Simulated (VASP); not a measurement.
# Fe (Im-3m) in VASP: single point with PBE

Aim: the single point of Fe with PBE.

Program: VASP 6.6.1. These are calculated values, not measurements. Logs are shortened: lines on timing, memory, paths and dates and some standing lists are left out, and cuts for length are marked.

## Step 1: The cell of the first run

It takes space group Im-3m (No. 229, cubic). The conventional cell has a = 2.830 Å, b = 2.830 Å, c = 2.830 Å, α = 90.00°, β = 90.00°, γ = 90.00°. Within 3.2 Å of Fe (site symmetry m-3m) lie 14 Fe at 2.45 to 2.83 Å.

## Step 2: Single point, PBE, collinear spin, ferromagnetic start

INCAR

```
  PREC = Accurate
  ENCUT = 600
  EDIFF = 1E-6
  ISMEAR = -1
  SIGMA = 0.1
  LREAL = False
  LASPH = True
  NELM = 200
  ALGO = Normal
  ISIF = 2
  LWAVE = False
  LCHARG = False
  ISPIN = 2
  MAGMOM = 2.2
  LORBIT = 11
  LMAXMIX = 4
  GGA = PE
  NBANDS = 14
  GGA_COMPAT = False
```

KPOINTS

```
regular mesh
0
Gamma
  10 10 10
```

POSCAR

```
Fe
1.0
   -1.4150000000      1.4150000000      1.4150000000
    1.4150000000     -1.4150000000      1.4150000000
    1.4150000000      1.4150000000     -1.4150000000
Fe
1
Direct
    0.0000000000      0.0000000000      0.0000000000
```

Potentials or basis: VASP PAW PBE potentials, release 64 (Fe).

Run with:

```sh
$ cat potpaw_PBE.64/Fe/POTCAR > POTCAR
$ mpirun -np 1 vasp_std > vasp.out
```

OUTCAR:

```text
PREC = Accurate
   ENCUT = 600
   EDIFF = 1E-6
   ISMEAR = -1
   LREAL = False
   LASPH = True
   NELM = 200
   ISIF = 2
   ISPIN = 2
   LORBIT = 11
   GGA = PE

 ion  position               nearest neighbor table
   1  0.000  0.000  0.000-

  LATTYP: Found a body centered cubic cell.
 ALAT       =     2.8300000000

  Lattice vectors:

 A1 = (  -1.4150000000,   1.4150000000,   1.4150000000)
 A2 = (   1.4150000000,  -1.4150000000,   1.4150000000)
 A3 = (   1.4150000000,   1.4150000000,  -1.4150000000)

Analysis of symmetry for initial positions (statically):
=====================================================================
 Subroutine PRICEL returns:
 Original cell was already a primitive cell.

 Routine SETGRP: Setting up the symmetry group for a
 body centered cubic supercell.

 Subroutine GETGRP returns: Found 48 space group operations
 (whereof 48 operations were pure point group operations)
 out of a pool of 48 trial point group operations.

The static configuration has the point symmetry O_h .

Analysis of symmetry for dynamics (positions and initial velocities):
=====================================================================
 Subroutine PRICEL returns:
 Original cell was already a primitive cell.

 Routine SETGRP: Setting up the symmetry group for a
 body centered cubic supercell.

 Subroutine GETGRP returns: Found 48 space group operations
 (whereof 48 operations were pure point group operations)
 out of a pool of 48 trial point group operations.

The dynamic configuration has the point symmetry O_h .

Analysis of structural, dynamic, and magnetic symmetry:
=====================================================================
 Subroutine PRICEL returns:
 Original cell was already a primitive cell.

 Routine SETGRP: Setting up the symmetry group for a
 body centered cubic supercell.

 Subroutine GETGRP returns: Found 48 space group operations
 (whereof 48 operations were pure point group operations)
 out of a pool of 48 trial point group operations.

The overall configuration has the point symmetry O_h .

 Subroutine INISYM returns: Found 48 space group operations
 (whereof 48 operations are pure point group operations),
 and found     1 'primitive' translations

----------------------------------------------------------------------------------------

                                     Primitive cell

  volume of cell :      11.3326

  direct lattice vectors                    reciprocal lattice vectors
    -1.415000000  1.415000000  1.415000000     0.000000000  0.353356890  0.353356890
     1.415000000 -1.415000000  1.415000000     0.353356890  0.000000000  0.353356890
[... 124 lines left out ...]
  ext. energy  EPLUGINS =         0.00000000
  ---------------------------------------------------
  free energy    TOTEN  =        -8.26206268 eV

  energy without entropy =       -8.23542553  energy(sigma->0) =       -8.24874411

 E-fermi :   5.8704     XC(G=0): -13.1325

 val. band max:        5.8690250256   @ k =  -0.4000   0.5000   0.3000
 cond. band min:       5.9068243724   @ k =  -0.4000   0.4000   0.1000
 fundamental gap:      0.0377993468
 Fermi energy:         5.8704005939

 spin component 1

 k-point     1 :       0.0000    0.0000    0.0000
  band No.  band energies     occupation
      1      -2.5864      1.00000
      2       3.5482      1.00000
      3       3.5482      1.00000
      4       3.5483      1.00000
      5       4.7579      0.99999
      6       4.7579      0.99999
      7      30.9087      0.00000
      8      30.9087      0.00000
      9      30.9087      0.00000
     10      36.0044      0.00000
     11      36.0044      0.00000
     12      38.3224      0.00000
     13      38.3224      0.00000
     14      38.3224      0.00000
[... 379 lines left out ...]
      3       3.2852      1.00000
      4       4.4472      1.00000
      5       5.1521      0.99924
      6       5.3005      0.99666
      7      19.6780      0.00000
      8      25.5389      0.00000
      9      25.9723      0.00000
     10      32.3587      0.00000
     11      32.9458      0.00000
     12      35.7406      0.00000
     13      45.0198      0.00000
     14      45.1191      0.00000

 [... further k-points ...]

 spin component 2

 k-point     1 :       0.0000    0.0000    0.0000
  band No.  band energies     occupation
      1      -2.4436      1.00000
      2       5.4172      0.98935
      3       5.4173      0.98934
      4       5.4174      0.98934
      5       7.4803      0.00000
      6       7.4805      0.00000
      7      30.6338      0.00000
      8      30.6338      0.00000
      9      30.6338      0.00000
     10      36.1794      0.00000
     11      36.1794      0.00000
     12      38.9449      0.00000
     13      38.9449      0.00000
     14      38.9449      0.00000
[... 379 lines left out ...]
      3       5.0101      0.99982
      4       6.7254      0.00019
      5       7.1795      0.00000
      6       7.9261      0.00000
      7      20.4116      0.00000
      8      25.7634      0.00000
      9      26.5375      0.00000
     10      32.7555      0.00000
     11      33.3700      0.00000
     12      36.1188      0.00000
     13      45.2748      0.00000
     14      45.4374      0.00000

 [... further k-points ...]

------------------------ aborting loop because EDIFF is reached ----------------------------------------

  FORCE on cell =-STRESS in cart. coord.  units (eV):
  Direction    XX          YY          ZZ          XY          YZ          ZX
  --------------------------------------------------------------------------------------
  -------------------------------------------------------------------------------------
  Total       -0.0323510     -0.0323510     -0.0323510      0.0000000     -0.0000000     -0.0000000
  in kB       -4.5737106     -4.5737106     -4.5737106      0.0000000     -0.0000000     -0.0000000
  external PRESSURE =      -4.5737106 kB  Pullay stress =       0.0000000 kB

 VOLUME and BASIS-vectors are now :
 -----------------------------------------------------------------------------
  energy-cutoff  :      600.00
  volume of cell :       11.33
      direct lattice vectors                 reciprocal lattice vectors
    -1.415000000  1.415000000  1.415000000     0.000000000  0.353356890  0.353356890
     1.415000000 -1.415000000  1.415000000     0.353356890  0.000000000  0.353356890
     1.415000000  1.415000000 -1.415000000     0.353356890  0.353356890  0.000000000

 POSITION                                       TOTAL-FORCE (eV/Angst)
 -----------------------------------------------------------------------------------
      0.00000      0.00000      0.00000         0.000000      0.000000      0.000000
 -----------------------------------------------------------------------------------
    total drift:                                0.000000     -0.000000      0.000000

  FREE ENERGIE OF THE ION-ELECTRON SYSTEM (eV)
  ---------------------------------------------------
  free  energy   TOTEN  =        -8.2620626841 eV

  energy  without entropy=       -8.2354255265  energy(sigma->0) =       -8.24874411

 total charge

# of ion       s       p       d       tot
------------------------------------------
    1        0.487   0.545   6.241   7.273

 magnetization (x)

# of ion       s       p       d       tot
------------------------------------------
    1       -0.015  -0.061   2.221   2.145
```

OSZICAR:

```text
N       E                     dE             d eps       ncg     rms          rms(c)
DAV:   1     0.232150618898E+02    0.23215E+02   -0.41524E+03  2902   0.767E+02
DAV:   2    -0.820789641953E+01   -0.31423E+02   -0.28843E+02  2860   0.136E+02
DAV:   3    -0.929641798019E+01   -0.10885E+01   -0.10759E+01  3226   0.255E+01
DAV:   4    -0.930002001781E+01   -0.36020E-02   -0.36018E-02  2998   0.135E+00
DAV:   5    -0.930003783960E+01   -0.17822E-04   -0.17821E-04  3214   0.935E-02    0.114E+01
DAV:   6    -0.834192285828E+01    0.95811E+00   -0.10427E+01  3304   0.377E+01    0.549E+00
DAV:   7    -0.827433894454E+01    0.67584E-01   -0.68503E-01  3274   0.927E+00    0.326E+00
DAV:   8    -0.826921663679E+01    0.51223E-02   -0.10762E-02  3114   0.608E-01    0.143E+00
DAV:   9    -0.826174705073E+01    0.74696E-02   -0.83303E-03  3510   0.479E-01    0.393E-01
DAV:  10    -0.826201117739E+01   -0.26413E-03   -0.31829E-03  3112   0.425E-01    0.168E-01
DAV:  11    -0.826206002573E+01   -0.48848E-04   -0.21083E-04  2944   0.135E-01    0.460E-02
DAV:  12    -0.826206169195E+01   -0.16662E-05   -0.78105E-06  3180   0.280E-02    0.132E-02
DAV:  13    -0.826206268414E+01   -0.99219E-06   -0.24477E-06  2430   0.109E-02
   1 F= -.82620627E+01 E0= -.82487441E+01  d E =-.266372E-01  mag=     2.1443
```

stdout:

```text
POSCAR found type information on POSCAR Fe
 POSCAR found :  1 types and       1 ions
 scaLAPACK will be used
 LDA part: xc-table for (Slater+PW92), standard interpolation
 POSCAR, INCAR and KPOINTS ok, starting setup
 FFT: planning ... GRIDC
 FFT: planning ... GRID_SOFT
 FFT: planning ... GRID
 WAVECAR not read
 entering main loop
```

Run time: 29 s. Hardware: 1 thread of Intel Xeon 8259CL, shared host; peak memory 0.14 GiB.

Results:

```yaml
Free_energy: -8.2621 eV
Pressure: -0.5 GPa
Net_moment: 2.14 μB per cell
Site_moments: Fe +2.15 μB
Valence_electrons_inside_the_program's_atomic_spheres: Fe 7.27
```

Levels at points of the mesh, in eV from the Fermi level:
Spin up:
| k point | band 3 | band 4 | band 5 | band 6 | band 7 | band 8 |
| --- | --- | --- | --- | --- | --- | --- |
| (0.00, 0.00, 0.00) | -2.32 | -2.32 | -1.11 | -1.11 | 25.04 | 25.04 |
| (0.50, 0.00, 0.00) | -1.04 | -0.92 | 0.38 | 0.51 | 7.36 | 18.38 |
| (0.50, 0.50, 0.50) | 0.10 | 0.10 | 0.10 | 9.94 | 9.94 | 9.94 |
Spin down:
| k point | band 1 | band 2 | band 3 | band 4 | band 5 | band 6 |
| --- | --- | --- | --- | --- | --- | --- |
| (0.00, 0.00, 0.00) | -8.31 | -0.45 | -0.45 | -0.45 | 1.61 | 1.61 |
| (0.50, 0.00, 0.00) | -3.70 | -1.74 | 0.59 | 1.46 | 1.87 | 2.55 |
| (0.50, 0.50, 0.50) | -3.08 | -3.08 | 2.25 | 2.25 | 2.25 | 10.19 |
